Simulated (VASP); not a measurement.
Input of a VASP 6.6.1 run:

INCAR

```
SYSTEM = FePt
ALGO = Normal
EDIFF = 1E-6
ENCUT = 520
GGA = PS
ISIF = 2
ISMEAR = -1
ISPIN = 2
LASPH = .True.
LCHARG = .True.
LELF = .True.
LMAXMIX = 4
LORBIT = 11
LREAL = .False.
LVHAR = .True.
LWAVE = .False.
MAGMOM = 0 3
NBANDS = 20
NELM = 150
PREC = Accurate
SIGMA = 0.05
```

The input KPOINTS:

```
k-points
0
Gamma
  10 10 7
  0 0 0
```

The input POSCAR:

```
FePt
1.0
    2.6941476393      0.0000000000      0.0000000000
    0.0000000000      2.6941476393      0.0000000000
    0.0000000000      0.0000000000      3.6985039508
Pt Fe
1 1
Direct
    0.5000000000      0.5000000000      0.5000000000
    0.0000000000      0.0000000000      0.0000000000
```

Potentials or basis: VASP PAW PBE potentials, release 64 (Pt, Fe).

Command:

```bash
$ cat potpaw_PBE.64/Pt/POTCAR potpaw_PBE.64/Fe/POTCAR > POTCAR
$ mpirun -np 1 vasp_std > vasp.out
```

Estimate the net moment.

3.22 μB per cell.

What does it give for the site moments?

Pt +0.33; Fe +2.86 μB.

Predict the pressure.

-0.3 GPa.

Stress tensor (GPa, compression positive):
```
-0.35  0.00  0.00
 0.00 -0.35  0.00
 0.00  0.00 -0.24
```

Caveat: the PAW data sets were made with another functional, which shifts forces and pressure a little.
